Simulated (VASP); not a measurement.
The system is B3Au.

```
Au B
1.0
     3.57793    0.00000    0.00000
     0.02654    3.57784    0.00000
     0.02654    0.02634    3.57774
Au B
1 3
Direct
  0.00000 0.00000 0.00000
  0.50000 0.27500 0.72500
  0.72500 0.50000 0.27500
  0.27500 0.72500 0.50000
```

```yaml
Program: VASP 6.6.1
Task: relaxation of cell and atoms
Functional: PBE
Potentials_or_basis: VASP PAW PBE potentials, release 64 (Au, B)
Cutoff: 600 eV
k_mesh: 5 × 5 × 5
Occupations: fermi-dirac, width 0.1 eV
Spin: no spin polarisation
```

At the start: pressure -13.0 GPa; volume 11.45 Å³/atom.

**Question.** Where does the relaxation end?

**Answer.** Over 9 steps the energy falls by 137.0 meV/atom and the volume is 10.09 Å³/atom (-11.9 %); space group R32 (No. 155, to 0.05 Å).

The path:
```tsv
step	energy change (eV)	largest force (eV/Å)	pressure (GPa)	volume (Å³)
1	0.0000	1.1596	-12.98	45.80
2	-0.3383	0.3098	8.12	39.91
3	-0.3479	0.4733	4.50	40.65
4	-0.4628	0.2956	1.25	40.92
5	-0.4735	0.5628	0.31	41.01
6	-0.5257	0.2331	-2.58	41.21
7	-0.5345	0.0979	-3.86	41.30
8	-0.5408	0.0903	3.09	39.68
9	-0.5478	0.0045	0.01	40.35
```

Final structure:
```yaml
crystal:
  lattice:
    - [3.43821, -0.19384, -0.19242]
    - [-0.16834, 3.43956, -0.19242]
    - [-0.16834, -0.16709, 3.44088]
  atoms:
    - { symbol: Au, position: [0.00000, 0.00000, 0.00000] }
    - { symbol: B, position: [0.50000, 0.28795, 0.71205] }
    - { symbol: B, position: [0.71205, 0.50000, 0.28795] }
    - { symbol: B, position: [0.28795, 0.71205, 0.50000] }
```
